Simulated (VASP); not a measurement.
# LiF (Fm-3m) in VASP: notebook, part 2 of 2

VASP 6.6.1.

**3. Single point, LDA (7.84 Å³/atom)**

This run uses another cell than the first one, of 7.84 Å³/atom.

Contents of INCAR:

```
ALGO = Normal
EDIFF = 1E-6
ENCUT = 750
GGA = CA
GGA_COMPAT = F
ISIF = 2
ISMEAR = -1
LASPH = T
LCHARG = F
LREAL = F
LWAVE = F
NBANDS = 12
NELM = 120
PREC = Accurate
SIGMA = 0.03
```

Contents of KPOINTS:

```
k-points
0
Gamma
  10 10 10
```

Contents of POSCAR:

```
LiF
1.0
    0.0000000000      1.9867804471      1.9867804471
    1.9867804471      0.0000000000      1.9867804471
    1.9867804471      1.9867804471      0.0000000000
Li F
1 1
Direct
    0.0000000000      0.0000000000      0.0000000000
    0.5000000000      0.5000000000      0.5000000000
```

Potentials or basis: VASP PAW LDA potentials, release 64 (Li_sv, F).

The run is started by

```bash
$ cat potpaw_LDA.64/Li_sv/POTCAR potpaw_LDA.64/F/POTCAR > POTCAR
$ mpirun -np 1 vasp_std > vasp.out
```

OUTCAR:

```text
EDIFF = 1E-6
   ENCUT = 750
   GGA = CA
   ISIF = 2
   ISMEAR = -1
   LASPH = T
   LREAL = F
   NELM = 120
   PREC = Accurate

 ion  position               nearest neighbor table
   1  0.000  0.000  0.000-   2 1.99   2 1.99   2 1.99   2 1.99   2 1.99   2 1.99
   2  0.500  0.500  0.500-   1 1.99   1 1.99   1 1.99   1 1.99   1 1.99   1 1.99

  LATTYP: Found a face centered cubic cell.
 ALAT       =     3.9735608942

  Lattice vectors:

 A1 = (   0.0000000000,   1.9867804471,   1.9867804471)
 A2 = (   1.9867804471,   0.0000000000,   1.9867804471)
 A3 = (   1.9867804471,   1.9867804471,   0.0000000000)

Analysis of symmetry for initial positions (statically):
=====================================================================
 Subroutine PRICEL returns:
 Original cell was already a primitive cell.

 Routine SETGRP: Setting up the symmetry group for a
 face centered cubic supercell.

 Subroutine GETGRP returns: Found 48 space group operations
 (whereof 48 operations were pure point group operations)
 out of a pool of 48 trial point group operations.

The static configuration has the point symmetry O_h .

Analysis of symmetry for dynamics (positions and initial velocities):
=====================================================================
 Subroutine PRICEL returns:
 Original cell was already a primitive cell.

 Routine SETGRP: Setting up the symmetry group for a
 face centered cubic supercell.

 Subroutine GETGRP returns: Found 48 space group operations
 (whereof 48 operations were pure point group operations)
 out of a pool of 48 trial point group operations.

The dynamic configuration has the point symmetry O_h .

 Subroutine INISYM returns: Found 48 space group operations
 (whereof 48 operations are pure point group operations),
 and found     1 'primitive' translations

----------------------------------------------------------------------------------------

[... 120 lines left out ...]
   IVDW    =     0    specifies the selected vdW correction
   LEPSILON=     F    determine dielectric tensor
   LRPA    =     F    only Hartree local field effects (RPA)
 non-spin polarized calculation
  energy-cutoff  :      750.00
  volume of cell :       15.68
 maximum number of plane-waves:       748
 NGX is ok and might be reduce to    28
   NGX = 13   NGY = 13   NGZ = 13

 number of electron      10.0000003 magnetization

 Free energy of the ion-electron system (eV)
  ---------------------------------------------------
  ext. energy  EPLUGINS =         0.00000000
  ---------------------------------------------------
  free energy    TOTEN  =       -10.49759639 eV

  energy without entropy =      -10.49759639  energy(sigma->0) =      -10.49759639

 E-fermi :  -0.3581     XC(G=0): -10.8740

 val. band max:       -1.0504694350   @ k =   0.0000   0.0000   0.0000
 cond. band min:       8.1514962621   @ k =   0.0000   0.0000   0.0000
 fundamental gap:      9.2019656971
 Fermi energy:        -0.3581141263

 k-point     1 :       0.0000    0.0000    0.0000
  band No.  band energies     occupation
      1     -40.7066      2.00000
      2     -20.7316      2.00000
      3      -1.0505      2.00000
      4      -1.0505      2.00000
      5      -1.0505      2.00000
      6       8.1515      0.00000
      7      22.9423      0.00000
      8      22.9423      0.00000
      9      22.9423      0.00000
     10      23.2655      0.00000
     11      23.2655      0.00000
     12      23.2655      0.00000
[... 331 lines left out ...]
 k-point    24 :       0.4000    0.3000    0.0000
  band No.  band energies     occupation
      1     -40.6227      2.00000
      2     -20.1341      2.00000
      3      -3.5746      2.00000
      4      -2.0082      2.00000
      5      -1.8850      2.00000
      6      12.0748      0.00000
      7      15.5524      0.00000
      8      17.5244      0.00000
      9      19.0856      0.00000
     10      20.1684      0.00000
     11      33.4971      0.00000
     12      34.2049      0.00000

 [... further k-points ...]

------------------------ aborting loop because EDIFF is reached ----------------------------------------

  FORCE on cell =-STRESS in cart. coord.  units (eV):
  Direction    XX          YY          ZZ          XY          YZ          ZX
  --------------------------------------------------------------------------------------
  -------------------------------------------------------------------------------------
  Total       -0.4260141     -0.4260141     -0.4260141      0.0000000     -0.0000000      0.0000000
  in kB      -43.5165966    -43.5165966    -43.5165966      0.0000000     -0.0000000      0.0000000
  external PRESSURE =     -43.5165966 kB  Pullay stress =       0.0000000 kB

 VOLUME and BASIS-vectors are now :
 -----------------------------------------------------------------------------
  energy-cutoff  :      750.00
  volume of cell :       15.68
      direct lattice vectors                 reciprocal lattice vectors
     0.000000000  1.986780447  1.986780447    -0.251663439  0.251663439  0.251663439
     1.986780447  0.000000000  1.986780447     0.251663439 -0.251663439  0.251663439
     1.986780447  1.986780447  0.000000000     0.251663439  0.251663439 -0.251663439

 POSITION                                       TOTAL-FORCE (eV/Angst)
 -----------------------------------------------------------------------------------
      0.00000      0.00000      0.00000        -0.000000     -0.000000     -0.000000
      1.98678      1.98678      1.98678         0.000000      0.000000      0.000000
 -----------------------------------------------------------------------------------
    total drift:                                0.000000      0.000000      0.000000

  FREE ENERGIE OF THE ION-ELECTRON SYSTEM (eV)
  ---------------------------------------------------
  free  energy   TOTEN  =       -10.4975963914 eV

  energy  without entropy=      -10.4975963914  energy(sigma->0) =      -10.49759639
```

Run time: 24 s. Hardware: 1 thread of Intel Xeon 8259CL, shared host; peak memory 0.14 GiB.

Results:

```
Free energy            : -10.4976 eV
Pressure               : -4.4 GPa
Band gap on the k mesh : 9.20 eV
```

Caveat: the cell stands under tension. A k mesh can miss the band edges.
